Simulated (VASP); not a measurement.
# SrTe (Fm-3m) in VASP: notebook

Runs on SrTe. Level: PBEsol. Tasks: electric field gradients.

Everything below comes from runs of VASP 6.6.1. Logs are shortened: lines on timing, memory, paths and dates and some standing lists are left out, and cuts for length are marked.

## (1) The cell of the first run

Symmetry: Fm-3m, No. 225, cubic system. Conventional cell: a = 5.499 Å, b = 5.499 Å, c = 5.499 Å, α = 90.00°, β = 90.00°, γ = 90.00°. Sr (site symmetry m-3m) has 6 Te at 2.75 Å within 3.6 Å. Te (site symmetry m-3m) has 6 Sr at 2.75 Å within 3.6 Å.

## (2) Electric field gradients, PBEsol (volume scaled by 0.55)

INCAR reads:

```
ALGO     = Normal         # electronic algorithm
EDIFF    = 1E-8           # SCF threshold, eV
ENCUT    = 400            # plane-wave cutoff, eV
GGA      = PS             # functional
GGA_COMPAT= F            
ISIF     = 2              # what is computed and relaxed
ISMEAR   = -1             # smearing method
LASPH    = T              # aspherical terms in the spheres
LCHARG   = F              # write CHGCAR
LEFG     = T            
LREAL    = F              # projectors in reciprocal space
LWAVE    = F              # write WAVECAR
NBANDS   = 15             # bands
NELM     = 120            # most SCF steps
PREC     = Accurate       # precision mode
SIGMA    = 0.03           # smearing width, eV
```

KPOINTS reads:

```
k-points
0
Gamma
  7 7 7
```

POSCAR reads:

```
SrTe
1.0
    0.0000000000      2.7495072504      2.7495072504
    2.7495072504      0.0000000000      2.7495072504
    2.7495072504      2.7495072504      0.0000000000
Sr Te
1 1
Direct
    0.0000000000      0.0000000000      0.0000000000
    0.5000000000      0.5000000000      0.5000000000
```

Potentials or basis: VASP PAW PBE potentials, release 64 (Sr_sv, Te).

Run with:

```bash
$ cat potpaw_PBE.64/Sr_sv/POTCAR potpaw_PBE.64/Te/POTCAR > POTCAR
$ mpirun -np 1 vasp_std > vasp.out
```

OUTCAR:

```text
EDIFF = 1E-8
   ENCUT = 400
   GGA = PS
   ISIF = 2
   ISMEAR = -1
   LASPH = T
   LREAL = F
   NELM = 120
   PREC = Accurate

 ion  position               nearest neighbor table
   1  0.000  0.000  0.000-   2 2.75   2 2.75   2 2.75   2 2.75   2 2.75   2 2.75
   2  0.500  0.500  0.500-   1 2.75   1 2.75   1 2.75   1 2.75   1 2.75   1 2.75

  LATTYP: Found a face centered cubic cell.
 ALAT       =     5.4990145008

  Lattice vectors:

 A1 = (   0.0000000000,   2.7495072504,   2.7495072504)
 A2 = (   2.7495072504,   0.0000000000,   2.7495072504)
 A3 = (   2.7495072504,   2.7495072504,   0.0000000000)

Analysis of symmetry for initial positions (statically):
=====================================================================
 Subroutine PRICEL returns:
 Original cell was already a primitive cell.

 Routine SETGRP: Setting up the symmetry group for a
 face centered cubic supercell.

 Subroutine GETGRP returns: Found 48 space group operations
 (whereof 48 operations were pure point group operations)
 out of a pool of 48 trial point group operations.

The static configuration has the point symmetry O_h .

Analysis of symmetry for dynamics (positions and initial velocities):
=====================================================================
 Subroutine PRICEL returns:
 Original cell was already a primitive cell.

 Routine SETGRP: Setting up the symmetry group for a
 face centered cubic supercell.

 Subroutine GETGRP returns: Found 48 space group operations
 (whereof 48 operations were pure point group operations)
 out of a pool of 48 trial point group operations.

The dynamic configuration has the point symmetry O_h .

 Subroutine INISYM returns: Found 48 space group operations
 (whereof 48 operations are pure point group operations),
 and found     1 'primitive' translations

----------------------------------------------------------------------------------------

                                     Primitive cell

  volume of cell :      41.5714

  direct lattice vectors                    reciprocal lattice vectors
     0.000000000  2.749507250  2.749507250    -0.181850766  0.181850766  0.181850766
     2.749507250  0.000000000  2.749507250     0.181850766 -0.181850766  0.181850766
     2.749507250  2.749507250  0.000000000     0.181850766  0.181850766 -0.181850766

  length of vectors
[... 131 lines left out ...]

 k-point     1 :       0.0000    0.0000    0.0000
  band No.  band energies     occupation
      1     -25.5403      2.00000
      2      -7.7353      2.00000
      3      -7.7353      2.00000
      4      -7.7353      2.00000
      5      -4.0745      2.00000
      6       8.6135      0.00000
      7       8.6135      0.00000
      8       8.6135      0.00000
      9      10.2729      0.00000
     10      10.2729      0.00000
     11      10.2729      0.00000
     12      11.8347      0.00000
     13      11.8347      0.00000
     14      14.7378      0.00000
[... 329 lines left out ...]
      2      -8.5184      2.00000
      3      -8.3891      2.00000
      4      -8.0560      2.00000
      5      -2.1873      2.00000
      6       4.9581      2.00000
      7       5.8087      2.00000
      8       6.0775      2.00000
      9      11.1611      0.00000
     10      12.7405      0.00000
     11      14.7757      0.00000
     12      15.5719      0.00000
     13      16.4099      0.00000
     14      18.8205      0.00000
     15      19.4102      0.00000

------------------------ aborting loop because EDIFF is reached ----------------------------------------

  FORCE on cell =-STRESS in cart. coord.  units (eV):
  Direction    XX          YY          ZZ          XY          YZ          ZX
  --------------------------------------------------------------------------------------
  -------------------------------------------------------------------------------------
  Total       15.8678123     15.8678123     15.8678123      0.0000000      0.0000000      0.0000000
  in kB      611.5514959    611.5514959    611.5514959      0.0000000      0.0000000      0.0000000
  external PRESSURE =     611.5514959 kB  Pullay stress =       0.0000000 kB

 VOLUME and BASIS-vectors are now :
 -----------------------------------------------------------------------------
  energy-cutoff  :      400.00
  volume of cell :       41.57
      direct lattice vectors                 reciprocal lattice vectors
     0.000000000  2.749507250  2.749507250    -0.181850766  0.181850766  0.181850766
     2.749507250  0.000000000  2.749507250     0.181850766 -0.181850766  0.181850766
     2.749507250  2.749507250  0.000000000     0.181850766  0.181850766 -0.181850766

 POSITION                                       TOTAL-FORCE (eV/Angst)
 -----------------------------------------------------------------------------------
      0.00000      0.00000      0.00000        -0.000000      0.000000      0.000000
      2.74951      2.74951      2.74951         0.000000     -0.000000     -0.000000
 -----------------------------------------------------------------------------------
    total drift:                               -0.000000      0.000000      0.000000

  FREE ENERGIE OF THE ION-ELECTRON SYSTEM (eV)
  ---------------------------------------------------
  free  energy   TOTEN  =        -5.1261784449 eV

  energy  without entropy=       -5.1249972303  energy(sigma->0) =       -5.12558784

 Electric field gradients (V/A^2)
---------------------------------------------------------------------
 ion       V_xx      V_yy      V_zz      V_xy      V_xz      V_yz
---------------------------------------------------------------------
   1       0.000    -0.000     0.000    -0.000    -0.000    -0.000
   2       0.000     0.000     0.000    -0.000    -0.000    -0.000
---------------------------------------------------------------------

 Electric field gradients after diagonalization (V/A^2)
 (convention: |V_zz| > |V_xx| > |V_yy|)
----------------------------------------------------------------------
 ion       V_xx      V_yy      V_zz     asymmetry (V_yy - V_xx)/ V_zz
----------------------------------------------------------------------
   1       0.000     0.000    -0.000       0.000
   2       0.000     0.000    -0.000       0.000
----------------------------------------------------------------------

           NMR quadrupolar parameters

 Cq : quadrupolar parameter    Cq=e*Q*V_zz/h
 eta: asymmetry parameters     (V_yy - V_xx)/ V_zz
 Q  : nuclear electric quadrupole moment in mb (millibarn)
----------------------------------------------------------------------
 ion       Cq(MHz)       eta       Q (mb)
----------------------------------------------------------------------
   1      -0.000       0.000       1.000
   2      -0.000       0.000       1.000
----------------------------------------------------------------------
```

It used 22 s of CPU time on 1 thread of AMD EPYC 7R13 Processor (Zen 3), on a shared host.

Results:

- Free energy: -5.1262 eV
- Pressure: 61.2 GPa
- Band gap on the k mesh: zero (band 8 reaches 8.61 eV, above the bottom of band 9 at 7.62 eV)

Caveat: the cell differs from its parent crystal (volume scaled by 0.55); without QUAD_EFG the Cq values of the log hold for a quadrupole moment of 1 mb, not for the nuclei; the PAW data sets were made with another functional, which shifts forces and pressure a little; spin-orbit coupling is left out, which moves the levels of the heavy elements.

## (3) Electric field gradients, PBEsol

This run uses another cell than the first one, of 37.79 Å³/atom, 1.818 times its volume.

INCAR reads:

```
SYSTEM = SrTe
  PREC = Accurate
  ENCUT = 400
  EDIFF = 1E-8
  ISMEAR = -1
  SIGMA = 0.03
  LREAL = .FALSE.
  LASPH = .TRUE.
  NELM = 120
  ALGO = Normal
  ISIF = 2
  LWAVE = .FALSE.
  LCHARG = .FALSE.
  GGA = PS
  LEFG = .TRUE.
  NBANDS = 15
  GGA_COMPAT = .FALSE.
```

KPOINTS reads:

```
Automatic mesh
0
G
  7 7 7
  0 0 0
```

POSCAR reads:

```
SrTe
1.0
    0.0000000000      3.3558353104      3.3558353104
    3.3558353104      0.0000000000      3.3558353104
    3.3558353104      3.3558353104      0.0000000000
Sr Te
1 1
Direct
    0.0000000000      0.0000000000      0.0000000000
    0.5000000000      0.5000000000      0.5000000000
```

Potentials or basis: VASP PAW PBE potentials, release 64 (Sr_sv, Te).

Run with:

```bash
$ cat potpaw_PBE.64/Sr_sv/POTCAR potpaw_PBE.64/Te/POTCAR > POTCAR
$ mpirun -np 1 vasp_std > vasp.out
```

OUTCAR:

```text
SYSTEM = SrTe
   PREC = Accurate
   ENCUT = 400
   EDIFF = 1E-8
   ISMEAR = -1
   LREAL = .FALSE.
   LASPH = .TRUE.
   NELM = 120
   ISIF = 2
   GGA = PS

 ion  position               nearest neighbor table
   1  0.000  0.000  0.000-   2 3.36   2 3.36   2 3.36   2 3.36   2 3.36   2 3.36
   2  0.500  0.500  0.500-   1 3.36   1 3.36   1 3.36   1 3.36   1 3.36   1 3.36

  LATTYP: Found a face centered cubic cell.
 ALAT       =     6.7116706208

  Lattice vectors:

 A1 = (   0.0000000000,   3.3558353104,   3.3558353104)
 A2 = (   3.3558353104,   0.0000000000,   3.3558353104)
 A3 = (   3.3558353104,   3.3558353104,   0.0000000000)

Analysis of symmetry for initial positions (statically):
=====================================================================
 Subroutine PRICEL returns:
 Original cell was already a primitive cell.

 Routine SETGRP: Setting up the symmetry group for a
 face centered cubic supercell.

[... 541 lines left out ...]
      direct lattice vectors                 reciprocal lattice vectors
     0.000000000  3.355835310  3.355835310    -0.148994201  0.148994201  0.148994201
     3.355835310  0.000000000  3.355835310     0.148994201 -0.148994201  0.148994201
     3.355835310  3.355835310  0.000000000     0.148994201  0.148994201 -0.148994201

 POSITION                                       TOTAL-FORCE (eV/Angst)
 -----------------------------------------------------------------------------------
      0.00000      0.00000      0.00000         0.000000     -0.000000     -0.000000
      3.35584      3.35584      3.35584        -0.000000      0.000000      0.000000
 -----------------------------------------------------------------------------------
    total drift:                                0.000000     -0.000000     -0.000000

  FREE ENERGIE OF THE ION-ELECTRON SYSTEM (eV)
  ---------------------------------------------------
  free  energy   TOTEN  =        -8.8181280188 eV

  energy  without entropy=       -8.8181280188  energy(sigma->0) =       -8.81812802

 Electric field gradients (V/A^2)
---------------------------------------------------------------------
 ion       V_xx      V_yy      V_zz      V_xy      V_xz      V_yz
---------------------------------------------------------------------
   1       0.000     0.000     0.000    -0.000    -0.000    -0.000
   2       0.000    -0.000    -0.000     0.000     0.000     0.000
---------------------------------------------------------------------

 Electric field gradients after diagonalization (V/A^2)
 (convention: |V_zz| > |V_xx| > |V_yy|)
----------------------------------------------------------------------
 ion       V_xx      V_yy      V_zz     asymmetry (V_yy - V_xx)/ V_zz
----------------------------------------------------------------------
   1       0.000     0.000    -0.000       0.000
   2      -0.000    -0.000     0.000       0.000
----------------------------------------------------------------------

           NMR quadrupolar parameters

 Cq : quadrupolar parameter    Cq=e*Q*V_zz/h
 eta: asymmetry parameters     (V_yy - V_xx)/ V_zz
 Q  : nuclear electric quadrupole moment in mb (millibarn)
----------------------------------------------------------------------
 ion       Cq(MHz)       eta       Q (mb)
----------------------------------------------------------------------
   1      -0.000       0.000       1.000
   2       0.000       0.000       1.000
----------------------------------------------------------------------
```

OSZICAR:

```text
N       E                     dE             d eps       ncg     rms          rms(c)
DAV:   1     0.565664827893E+02    0.56566E+02   -0.58223E+03   600   0.744E+02
DAV:   2    -0.552789318572E+01   -0.62094E+02   -0.58028E+02   796   0.159E+02
DAV:   3    -0.882076821118E+01   -0.32929E+01   -0.32721E+01   861   0.314E+01
DAV:   4    -0.893520939555E+01   -0.11444E+00   -0.11442E+00   831   0.590E+00
DAV:   5    -0.893696271707E+01   -0.17533E-02   -0.17532E-02   845   0.677E-01    0.151E+01
DAV:   6    -0.882636715074E+01    0.11060E+00   -0.12786E-01   761   0.200E+00    0.893E+00
DAV:   7    -0.881917518787E+01    0.71920E-02   -0.14930E-01   762   0.234E+00    0.109E+00
DAV:   8    -0.881793346978E+01    0.12417E-02   -0.21654E-02   663   0.682E-01    0.402E-01
DAV:   9    -0.881800554516E+01   -0.72075E-04   -0.87737E-04   754   0.199E-01    0.228E-01
DAV:  10    -0.881812202157E+01   -0.11648E-03   -0.83065E-05   663   0.587E-02    0.358E-02
DAV:  11    -0.881812727870E+01   -0.52571E-05   -0.88018E-06   888   0.133E-02    0.377E-02
DAV:  12    -0.881812751907E+01   -0.24037E-06   -0.65873E-06   740   0.114E-02    0.262E-02
DAV:  13    -0.881812798826E+01   -0.46919E-06   -0.36420E-07   712   0.382E-03    0.716E-03
DAV:  14    -0.881812803751E+01   -0.49249E-07   -0.65516E-08   747   0.119E-03    0.648E-04
DAV:  15    -0.881812801733E+01    0.20177E-07   -0.45804E-09   475   0.395E-04    0.527E-04
DAV:  16    -0.881812801878E+01   -0.14520E-08   -0.32061E-09   412   0.264E-04
   1 F= -.88181280E+01 E0= -.88181280E+01  d E =-.545851E-12
```

stdout:

```text
POSCAR found type information on POSCAR SrTe
 POSCAR found :  2 types and       2 ions
 scaLAPACK will be used
 -----------------------------------------------------------------------------
|                                                                             |
|                                                                             |
|     You enforced a specific xc type in the INCAR file but a different       |
|     I HOPE YOU KNOW WHAT YOU ARE DOING!                                     |
|                                                                             |
 -----------------------------------------------------------------------------

 LDA part: xc-table for (Slater+PW92), standard interpolation
 POSCAR, INCAR and KPOINTS ok, starting setup
 FFT: planning ... GRIDC
 FFT: planning ... GRID_SOFT
 FFT: planning ... GRID
 WAVECAR not read
 entering main loop
ion   1

ion   2
```

It used 31 s of CPU time on 1 thread of AMD EPYC 7R13 Processor (Zen 3), with other jobs on the host.

Results:

```yaml
Free_energy: -8.8181 eV
Pressure: -1.4 GPa
Band_gap_on_the_k_mesh: 1.72 eV, indirect (least direct gap 2.44 eV)
```

Levels at points of the mesh, in eV from the valence-band top:
```tsv
k point	band 5	band 6	band 7	band 8	band 9	band 10	band 11	band 12
(0.00, 0.00, 0.00)	-9.95	0.00	0.00	0.00	2.60	3.23	3.23	3.23
```

Caveat: without QUAD_EFG the Cq values of the log hold for a quadrupole moment of 1 mb, not for the nuclei; the PAW data sets were made with another functional, which shifts forces and pressure a little; spin-orbit coupling is left out, which moves the levels of the heavy elements.
